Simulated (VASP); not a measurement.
A run of VASP 6.6.1 is set up as follows.

INCAR

```
ALGO = Normal ; EDIFF = 1E-6
ENCUT = 520 ; GGA = PE
ISIF = 2 ; ISMEAR = 0
LASPH = True ; LCHARG = False
LREAL = False ; LWAVE = False
NBANDS = 32 ; NELM = 80
PREC = Accurate ; SIGMA = 0.1
```

Contents of KPOINTS:

```
k-points
0
Gamma
  8 8 8
```

The input POSCAR:

```
Hf4Br
1.0
    0.0000000000      4.1974064844      4.1974064844
    4.1974064844      0.0000000000      4.1974064844
    4.1974064844      4.1974064844      0.0000000000
Hf Br
4 1
Direct
    0.6262332161      0.1213003517      0.6262332161
    0.6262332161      0.6262332161      0.6262332161
    0.1213003517      0.6262332161      0.6262332161
    0.6262332161      0.6262332161      0.1213003517
    0.2500000000      0.2500000000      0.2500000000
```

Potentials or basis: VASP PAW PBE potentials, release 64 (Hf_pv, Br).

Command:

```console
$ cat potpaw_PBE.64/Hf_pv/POTCAR potpaw_PBE.64/Br/POTCAR > POTCAR
$ mpirun -np 1 vasp_std > vasp.out
```

**Question.** Estimate the largest force.

**Answer.** 0.013 eV/Å.

**Question.** Estimate the pressure.

**Answer.** -0.2 GPa.

Forces on the atoms (eV/Å):
```
Hf  -0.008  0.008 -0.008
Hf   0.008  0.008  0.008
Hf   0.008 -0.008 -0.008
Hf  -0.008 -0.008  0.008
Br   0.000  0.000  0.000
```

Caveat: an odd number of electrons without spin polarisation forces a metal; a magnetic or distorted state may lie lower.
